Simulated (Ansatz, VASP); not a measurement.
## Ga in VASP and in Ansatz

```
Ga
1.0
     2.23575   -3.79711    0.00000
     2.23575    3.79711    0.00000
     0.00000    0.00000    4.49233
Ga
4
Direct
  0.65599 0.34401 0.41669
  0.84401 0.15599 0.91669
  0.34401 0.65599 0.58331
  0.15599 0.84401 0.08331
```

Alike in both runs: task single point; functional PBEsol; k mesh 12 × 12 × 10; occupations gaussian, width 0.1 eV; no spin polarisation.

|  | VASP | Ansatz |
| --- | --- | --- |
| version | VASP 6.6.1 | Ansatz 0.2.0 |
| potentials or method | VASP PAW PBE potentials, release 64 (Ga_d), cutoff 520 eV | scalar-relativistic, plane waves, PAW |
| valence electrons in the cell | 52 | 52 |

```csv
,VASP,Ansatz,Ansatz less VASP
gap on the k mesh at the Fermi level (eV),none,none,-
pressure (GPa),0.0,0.0,-0.02
rms of the force components (eV/Å),0.003,0.001,-0.0026
```

VASP's potentials were made for PBE, not for PBEsol, and Ansatz warns of the same on its side. Atom by atom the forces differ by 0.003 eV/Å (rms over components). A gap of «none» marks a metal or a gap that the smearing closes.
